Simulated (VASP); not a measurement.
Set up this calculation in VASP 6.6.1, as the native input.

- Task: single point
- Functional: PBE
- Dispersion: D3(BJ)
- Potentials or basis: VASP PAW PBE potentials, release 64 (S, W_sv)
- Cutoff: 520 eV
- k mesh: 9 × 9 × 1
- Occupations: gaussian, width 0.05 eV
- Spin: no spin polarisation
- Dipole correction: yes
- Further INCAR settings: ALGO = Normal; EDIFF = 1e-06; NBANDS = 35

The structure of WS2 lies in POSCAR:

```
WS2
1.0
    3.1595457497      0.0000000000      0.0000000000
   -1.5797728749      2.7362468836      0.0000000000
    0.0000000000      0.0000000000     23.8042575719
S W
4 2
Direct
    0.3333333333      0.6666666667      0.1890418126
    0.3333333333      0.6666666667      0.3214605103
    0.3333333333      1.1666666667      0.4827761904
    0.3333333333      1.1666666667      0.6151948880
    0.6666666667      0.3333333333      0.2552511581
    0.0000000000      1.5000000000      0.5489855359
```

This cell differs from its parent crystal: layers slid over each other.

The input as run:

INCAR

```
SYSTEM = WS2
PREC     = Accurate       ! precision mode
ENCUT    = 520            ! plane-wave cutoff, eV
EDIFF    = 1E-6           ! SCF threshold, eV
ISMEAR   = 0              ! smearing method
SIGMA    = 0.05           ! smearing width, eV
LREAL    = .False.        ! projectors in reciprocal space
LASPH    = .True.         ! aspherical terms in the spheres
NELM     = 100            ! most SCF steps
ALGO     = Normal         ! electronic algorithm
ISIF     = 2              ! what is computed and relaxed
LWAVE    = .False.        ! write WAVECAR
LCHARG   = .False.        ! write CHGCAR
LDIPOL   = .True.       
IDIPOL   = 3            
DIPOL    = 0.5 0.5 0.402
GGA      = PE             ! functional
IVDW     = 12             ! dispersion correction
NBANDS   = 35             ! bands
```

KPOINTS

```
regular mesh
0
Gamma
  9 9 1
  0 0 0
```

Potentials or basis: VASP PAW PBE potentials, release 64 (S, W_sv).

Command:

```bash
$ cat potpaw_PBE.64/S/POTCAR potpaw_PBE.64/W_sv/POTCAR > POTCAR
$ mpirun -np 1 vasp_std > vasp.out
```

Results of the run:

| Quantity | Value |
| --- | --- |
| Largest force | 0.071 eV/Å |
| Band gap on the k mesh | 1.87 eV (least direct gap 1.91 eV) |
| Dispersion energy per atom | -0.342 eV |

Caveat: the cell differs from its parent crystal (layers slid over each other); spin-orbit coupling is left out, which moves the levels of the heavy elements.

It took 7.4 min on 1 thread of Intel Xeon 8259CL, on a shared host, peak memory 0.4 GiB.
